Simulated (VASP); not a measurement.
Input of a VASP 6.6.1 run:

INCAR

```
SYSTEM = ReS2
ALGO = Normal ; EDIFF = 1E-6
ENCUT = 520 ; GGA = CA
ISIF = 2 ; ISMEAR = 0
LASPH = .TRUE. ; LCHARG = .FALSE.
LREAL = Auto ; LUSENCCL = .FALSE.
LWAVE = .FALSE. ; NBANDS = 94
NELM = 100 ; PREC = Accurate
SIGMA = 0.01
```

The input KPOINTS:

```
k-points
0
G
  4 4 1
  0 0 0
```

The input POSCAR:

```
ReS2
1.0
    6.3355089393      0.0000000000      0.0000000000
    3.1112149501      5.6366336777      0.0000000000
    0.0000000000      0.0000000000     23.0000000000
Re S
8 16
Direct
    0.1217509518      0.2112687337      0.3653067994
    0.2450136531      0.5872257259      0.3694618331
    0.6948876457      0.1860222256      0.3668415341
    0.6718826780      0.6124710129      0.3679249952
    0.7884176185      0.3779354004      0.6305241907
    0.9116803198      0.7538923926      0.6346792244
    1.3615543124      0.3526888923      0.6320589254
    1.3385493447      0.7791376796      0.6331423865
    0.8663834063      0.8035865928      0.3158850369
    0.3307780708      0.8320972237      0.3087007631
    0.0360291291      0.9663328396      0.4260844165
    0.0008929480      0.5029257807      0.4351155771
    0.5003993430      0.9948860370      0.4188878189
    0.8301116125      0.3387288555      0.2918739789
    0.5366324604      0.4597124372      0.4429240769
    0.3658437923      0.2955096511      0.2996888219
    1.5330500730      0.9702532595      0.5811024282
    0.9974447375      0.9987638904      0.5739181545
    0.7026957958      1.1329995063      0.6913018078
    0.6675596147      0.6695924474      0.7003329684
    1.1670660097      1.1615527037      0.6841052102
    1.4967782792      0.5053955222      0.5570913702
    1.2032991271      0.6263791039      0.7081414682
    1.0325104590      0.4621763178      0.5649062132
```

Potentials or basis: VASP PAW LDA potentials, release 64 (Re, S).

The run is started by

```sh
$ cat potpaw_LDA.64/Re/POTCAR potpaw_LDA.64/S/POTCAR > POTCAR
$ mpirun -np 1 vasp_std > vasp.out
```

(1) What does it give for the band gap on the k mesh?

(2) What does it give for the largest force?

Answers

(1) 1.26 eV.

(2) 1.426 eV/Å.

Caveat: spin-orbit coupling is left out, which moves the levels of the heavy elements.
